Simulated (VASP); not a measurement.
# SrCl2 (Fm-3m) in VASP: notebook

The runs below take SrCl2 through relaxation of cell and atoms, single point, with PBEsol, PBE0, PBE-based screened hybrid with 50 % exact exchange.

All numbers are computed with VASP 6.6.1; they aren't measurements. Logs are shortened: lines on timing, memory, paths and dates and some standing lists are left out, and cuts for length are marked.

## 1. The cell of the first run

The structure is cubic, space group Fm-3m (No. 225). The conventional cell has a = 6.977 Å, b = 6.977 Å, c = 6.977 Å, α = 90.00°, β = 90.00°, γ = 90.00°. Within 4.0 Å of Sr (site symmetry m-3m) lie 8 Cl at 3.02 Å. Cl (site symmetry -43m) has 4 Sr at 3.02 Å and 6 Cl at 3.49 Å within 4.0 Å.

## 2. Relaxation of cell and atoms, PBEsol, target pressure 20 GPa, at which the enthalpy is minimised

INCAR reads:

```
  PREC = Accurate
  ENCUT = 600
  EDIFF = 1E-6
  ISMEAR = -1
  SIGMA = 0.05
  LREAL = F
  LASPH = T
  NELM = 60
  ALGO = Normal
  ISIF = 3
  LWAVE = F
  LCHARG = F
  GGA = PS
  IBRION = 2
  NSW = 80
  EDIFFG = -0.005
  PSTRESS = 200.0
```

KPOINTS reads:

```
regular mesh
0
Gamma
  7 7 7
```

POSCAR reads:

```
SrCl2
1.0
    0.0000000000      3.4883500000      3.4883500000
    3.4883500000      0.0000000000      3.4883500000
    3.4883500000      3.4883500000      0.0000000000
Sr Cl
1 2
Direct
    0.0000000000      0.0000000000      0.0000000000
    0.7500000000      0.7500000000      0.7500000000
    0.2500000000      0.2500000000      0.2500000000
```

Potentials or basis: VASP PAW PBE potentials, release 64 (Sr_sv, Cl).

Command:

```sh
> cat potpaw_PBE.64/Sr_sv/POTCAR potpaw_PBE.64/Cl/POTCAR > POTCAR
> mpirun -np 1 vasp_std > vasp.out
```

OUTCAR:

```text
PREC = Accurate
   ENCUT = 600
   EDIFF = 1E-6
   ISMEAR = -1
   LREAL = F
   LASPH = T
   NELM = 60
   ISIF = 3
   GGA = PS
   IBRION = 2
   NSW = 80
   EDIFFG = -0.005
   PSTRESS = 200.0

 ion  position               nearest neighbor table
   1  0.000  0.000  0.000-   2 3.02   2 3.02   2 3.02   2 3.02   3 3.02   3 3.02   3 3.02   3 3.02

   2  0.750  0.750  0.750-   1 3.02   1 3.02   1 3.02   1 3.02
   3  0.250  0.250  0.250-   1 3.02   1 3.02   1 3.02   1 3.02

  LATTYP: Found a face centered cubic cell.
 ALAT       =     6.9767000000

  Lattice vectors:

 A1 = (   0.0000000000,   3.4883500000,   3.4883500000)
 A2 = (   3.4883500000,   0.0000000000,   3.4883500000)
 A3 = (   3.4883500000,   3.4883500000,   0.0000000000)

Analysis of symmetry for initial positions (statically):
=====================================================================
 Subroutine PRICEL returns:
 Original cell was already a primitive cell.

 Routine SETGRP: Setting up the symmetry group for a
 face centered cubic supercell.

 Subroutine GETGRP returns: Found 48 space group operations
 (whereof 48 operations were pure point group operations)
 out of a pool of 48 trial point group operations.

The static configuration has the point symmetry O_h .

Analysis of symmetry for dynamics (positions and initial velocities):
=====================================================================
 Subroutine PRICEL returns:
 Original cell was already a primitive cell.

 Routine SETGRP: Setting up the symmetry group for a
 face centered cubic supercell.

 Subroutine GETGRP returns: Found 48 space group operations
 (whereof 48 operations were pure point group operations)
 out of a pool of 48 trial point group operations.

The dynamic configuration has the point symmetry O_h .

 Subroutine INISYM returns: Found 48 space group operations
 (whereof 48 operations are pure point group operations),
 and found     1 'primitive' translations

----------------------------------------------------------------------------------------

                                     Primitive cell

  volume of cell :      84.8966

  direct lattice vectors                    reciprocal lattice vectors
     0.000000000  3.488350000  3.488350000    -0.143334241  0.143334241  0.143334241
     3.488350000  0.000000000  3.488350000     0.143334241 -0.143334241  0.143334241
     3.488350000  3.488350000  0.000000000     0.143334241  0.143334241 -0.143334241

  length of vectors
     4.933271880  4.933271880  4.933271880     0.248262188  0.248262188  0.248262188

  position of ions in fractional coordinates (direct lattice)
     0.000000000  0.000000000  0.000000000
     0.750000000  0.750000000  0.750000000
     0.250000000  0.250000000  0.250000000

  ion indices of the primitive-cell ions
   primitive index   ion index
                 1           1
                 2           2
                 3           3

----------------------------------------------------------------------------------------

 KPOINTS: regular mesh

Automatic generation of k-mesh.
 Grid dimensions read from file:
 generate k-points for:    7    7    7

 Generating k-lattice:

  Cartesian coordinates                     Fractional coordinates (reciprocal lattice)
    -0.020476320  0.020476320  0.020476320     0.142857143  0.000000000  0.000000000
     0.020476320 -0.020476320  0.020476320     0.000000000  0.142857143  0.000000000
     0.020476320  0.020476320 -0.020476320     0.000000000  0.000000000  0.142857143

  Length of vectors
     0.035466027  0.035466027  0.035466027

  Shift w.r.t. Gamma in fractional coordinates (k-lattice)
     0.000000000  0.000000000  0.000000000

 Subroutine IBZKPT returns following result:
 ===========================================

 Found     20 irreducible k-points:

 Following reciprocal coordinates:
            Coordinates               Weight
  0.000000  0.000000  0.000000      1.000000
  0.142857  0.000000  0.000000      8.000000
  0.285714  0.000000  0.000000      8.000000
  0.428571  0.000000  0.000000      8.000000
  0.142857  0.142857  0.000000      6.000000
  0.285714  0.142857  0.000000     24.000000
[... 12 lines left out ...]
 -0.428571  0.428571  0.142857     24.000000
 -0.285714  0.428571  0.142857     24.000000
   k-points           NKPTS =     20   k-points in BZ     NKDIM =     20   number of bands    NBANDS=     16
   number of dos      NEDOS =    301   number of ions     NIONS =      3
   total plane-waves  NPLWV =  64000
   dimension x,y,z NGX =    40 NGY =   40 NGZ =   40
   dimension x,y,z NGXF=    80 NGYF=   80 NGZF=   80
   ions per type =               1   2
   NGX,Y,Z   is equivalent  to a cutoff of  13.48, 13.48, 13.48 a.u.
   NGXF,Y,Z  is equivalent  to a cutoff of  26.96, 26.96, 26.96 a.u.
 SYSTEM =  unknown system
   PREC   = accura    normal or accurate (medium, high low for compatibility)
   ISTART =      0    job   : 0-new  1-cont  2-samecut
   ICHARG =      2    charge: 1-file 2-atom 10-const
   ISPIN  =      1    spin polarized calculation?
   LNONCOLLINEAR =      F non collinear calculations
   LSORBIT =      F    spin-orbit coupling
   LASPH  =      T    aspherical Exc in radial PAW
   ENCUT  =  600.0 eV  44.10 Ry    6.64 a.u.   9.85  9.85  9.85*2*pi/ulx,y,z
   NELM   =     60;   NELMIN=  2; NELMDL= -5     # of ELM steps
   EDIFF  = 0.1E-05   stopping-criterion for ELM
   LREAL  =      F    real-space projection
   EDIFFG = -.5E-02   stopping-criterion for IOM
   NSW    =     80    number of steps for IOM
   IBRION =      2    ionic relax: 0-MD 1-quasi-New 2-CG
   NFREE  =      1    steps in history (QN), initial steepest desc. (CG)
   ISIF   =      3    stress and relaxation
   ISYM   =      2    0-nonsym 1-usesym 2-fastsym
   POTIM  = 0.5000    time-step for ionic-motion
   TEBEG  =    0.0;   TEEND  =   0.0 temperature during run
   PSTRESS=  200.0 pullay stress
   NELECT =      24.0000    total number of electrons
   NUPDOWN=      -1.0000    fix difference up-down
   EMIN   =  10.00;   EMAX   =-10.00  energy-range for DOS
   EFERMI =   0.00;   METHOD = LEGACY
   ISMEAR =    -1;   SIGMA  =   0.05  broadening in eV -4-tet -1-fermi 0-gaus
   EFERMI_NEDOS =   21; number of points for ismear=-14 and -15
   IALGO  =     38    algorithm
   IMIX   =      4    mixing-type and parameters
     AMIX     =   0.40;   BMIX     =  1.00
     AMIX_MAG =   1.60;   BMIX_MAG =  1.00
  volume/ion in A,a.u.               =      28.30       190.97
  Fermi-wavevector in a.u.,A,eV,Ry     =   1.074439  2.030396 15.706833  1.154420
  Thomas-Fermi vector in A             =   2.210267
   LORBIT       =      0    0 simple, 1 ext, 2 COOP (PROOUT), +10 PAW based schemes
   GGA     = PS    functional components
   LHFCALC =     F    Hartree Fock is set to
   AEXX    =    0.0000 exact exchange contribution
   IVDW    =     0    specifies the selected vdW correction
   LEPSILON=     F    determine dielectric tensor
   LRPA    =     F    only Hartree local field effects (RPA)
 conjugate gradient relaxation of ions
 non-spin polarized calculation
  energy-cutoff  :      600.00
  volume of cell :       84.90
 maximum number of plane-waves:      2851
   NGX = 19   NGY = 19   NGZ = 19

--------------------------------------- Ionic step        1  -------------------------------------------

 number of electron      24.0000003 magnetization

 Free energy of the ion-electron system (eV)
  ---------------------------------------------------
  ext. energy  EPLUGINS =         0.00000000
  ---------------------------------------------------
  free energy    TOTEN  =       -13.33701625 eV

  energy without entropy =      -13.33701625  energy(sigma->0) =      -13.33701625

 E-fermi :   1.1120     XC(G=0):  -8.4907

 val. band max:        0.0478432774   @ k =  -0.4286   0.4286   0.0000
 cond. band min:       5.2171093331   @ k =   0.0000   0.0000   0.0000
 fundamental gap:      5.1692660558
 Fermi energy:         1.1120069543

 k-point     1 :       0.0000    0.0000    0.0000
  band No.  band energies     occupation
      1     -32.7172      2.00000
      2     -14.7333      2.00000
      3     -14.7333      2.00000
      4     -14.7333      2.00000
      5     -13.2131      2.00000
      6     -12.3453      2.00000
[... 8 lines left out ...]
     15       6.0580      0.00000
     16       8.9608      0.00000
[... 389 lines left out ...]
  FREE ENERGIE OF THE ION-ELECTRON SYSTEM (eV)
  ---------------------------------------------------
  free  energy   TOTEN  =       -13.3370162500 eV

  energy  without entropy=      -13.3370162500  energy(sigma->0) =      -13.33701625

  enthalpy is  TOTEN    =        -2.7393663619 eV   P V=       10.5976498881

--------------------------------------- Ionic step        2  -------------------------------------------

 number of electron      24.0000000 magnetization

 E-fermi :   6.6907     XC(G=0): -11.3581

 val. band max:        5.5717253378   @ k =  -0.4286   0.4286   0.0000
 cond. band min:       9.9874830008   @ k =   0.0000   0.0000   0.0000
 fundamental gap:      4.4157576630
 Fermi energy:         6.6906968865

 k-point     1 :       0.0000    0.0000    0.0000
  band No.  band energies     occupation
      1     -26.4277      2.00000
      2     -10.3036      2.00000
      3      -8.8313      2.00000
      4      -8.8313      2.00000
      5      -8.8313      2.00000
      6      -7.5756      2.00000
[... 8 lines left out ...]
     15      12.9464      0.00000
     16      15.5113      0.00000
[... 545 lines left out ...]
  FREE ENERGIE OF THE ION-ELECTRON SYSTEM (eV)
  ---------------------------------------------------
  free  energy   TOTEN  =       -12.3858895379 eV

  energy  without entropy=      -12.3858895379  energy(sigma->0) =      -12.38588954

  enthalpy is  TOTEN    =        -4.5520124766 eV   P V=        7.8338770613

--------------------------------------- Ionic step        7  -------------------------------------------

 number of electron      24.0000002 magnetization

 Free energy of the ion-electron system (eV)
  ---------------------------------------------------
  ext. energy  EPLUGINS =         0.00000000
  ---------------------------------------------------
  free energy    TOTEN  =       -12.36675173 eV

  energy without entropy =      -12.36675173  energy(sigma->0) =      -12.36675173

 E-fermi :   3.5852     XC(G=0):  -9.9148

 val. band max:        2.4474845768   @ k =  -0.4286   0.4286   0.0000
 cond. band min:       7.5520488318   @ k =   0.4286   0.4286   0.0000
 fundamental gap:      5.1045642550
 Fermi energy:         3.5851699803

 k-point     1 :       0.0000    0.0000    0.0000
  band No.  band energies     occupation
      1     -29.5609      2.00000
      2     -11.9787      2.00000
      3     -11.7640      2.00000
      4     -11.7640      2.00000
      5     -11.7640      2.00000
      6     -10.2939      2.00000
[... 8 lines left out ...]
     15       8.7989      0.00000
     16      11.8365      0.00000
[... 381 lines left out ...]
 POSITION                                       TOTAL-FORCE (eV/Angst)
 -----------------------------------------------------------------------------------
      0.00000      0.00000      0.00000         0.000000      0.000000      0.000000
      4.72727      4.72727      4.72727        -0.000000     -0.000000     -0.000000
      1.57576      1.57576      1.57576         0.000000      0.000000     -0.000000
 -----------------------------------------------------------------------------------
    total drift:                               -0.000000     -0.000000      0.000000

  FREE ENERGIE OF THE ION-ELECTRON SYSTEM (eV)
  ---------------------------------------------------
  free  energy   TOTEN  =       -12.3667517350 eV

  energy  without entropy=      -12.3667517350  energy(sigma->0) =      -12.36675173

  enthalpy is  TOTEN    =        -4.5521502997 eV   P V=        7.8146014353

 reached required accuracy - stopping structural energy minimisation
```

It took 3.3 min on 1 thread of Intel Xeon Platinum 8259CL at 2.50GHz (Skylake/Cascade Lake), shared host; peak memory 0.26 GiB.

What came out:

```
Free energy                                                : -12.3668 eV
Relaxed volume                                             : 20.87 Å³/atom
Relaxed cell                                               : a = 4.457 Å, b = 4.457 Å, c = 4.457 Å, α = 60.00°, β = 60.00°, γ = 60.00°
Space group after relaxing (to 0.1 Å)                      : Fm-3m (No. 225)
Energy change on relaxing (the run minimises the enthalpy) : +323.4 meV/atom
Ionic steps                                                : 7
Pressure after relaxing                                    : 20.0 GPa
Band gap on the k mesh                                     : 5.10 eV (least direct gap 5.27 eV)
```

The path:
```csv
step,energy change (eV),largest force (eV/Å),pressure (GPa),volume (Å³)
1,0.0000,0.0000,-0.91,84.90
2,5.0201,0.0000,74.57,47.13
3,0.8465,0.0000,18.14,63.64
4,0.9400,0.0000,19.56,62.85
5,0.9893,0.0000,20.29,62.45
6,0.9511,0.0000,19.71,62.76
7,0.9703,0.0000,20.00,62.60
```

Final structure:
```cif
data_structure
_symmetry_space_group_name_H-M 'P 1'
_symmetry_Int_Tables_number 1
_cell_length_a 4.4569
_cell_length_b 4.4569
_cell_length_c 4.4569
_cell_angle_alpha 60.000
_cell_angle_beta 60.000
_cell_angle_gamma 60.000
_cell_volume 62.60
loop_
_atom_site_label
_atom_site_type_symbol
_atom_site_fract_x
_atom_site_fract_y
_atom_site_fract_z
_atom_site_occupancy
Sr1 Sr 0.00000 0.00000 0.00000 1
Cl1 Cl 0.75000 0.75000 0.75000 1
Cl2 Cl 0.25000 0.25000 0.25000 1
```

Levels at points of the mesh, in eV from the valence-band top:
| k point | band 9 | band 10 | band 11 | band 12 | band 13 | band 14 | band 15 | band 16 |
| --- | --- | --- | --- | --- | --- | --- | --- | --- |
| (0.00, 0.00, 0.00) | -3.45 | -0.42 | -0.42 | -0.42 | 5.54 | 5.54 | 6.35 | 9.39 |

Caveat: the cell is relaxed towards a set pressure, so the run minimises the enthalpy, not the energy; the volume moved by over 15 % at a fixed basis, so the end points are rough; the PAW data sets were made with another functional, which shifts forces and pressure a little; an odd mesh through Γ misses points on the zone boundary, where band edges can lie.

[end of part 1 of 3]
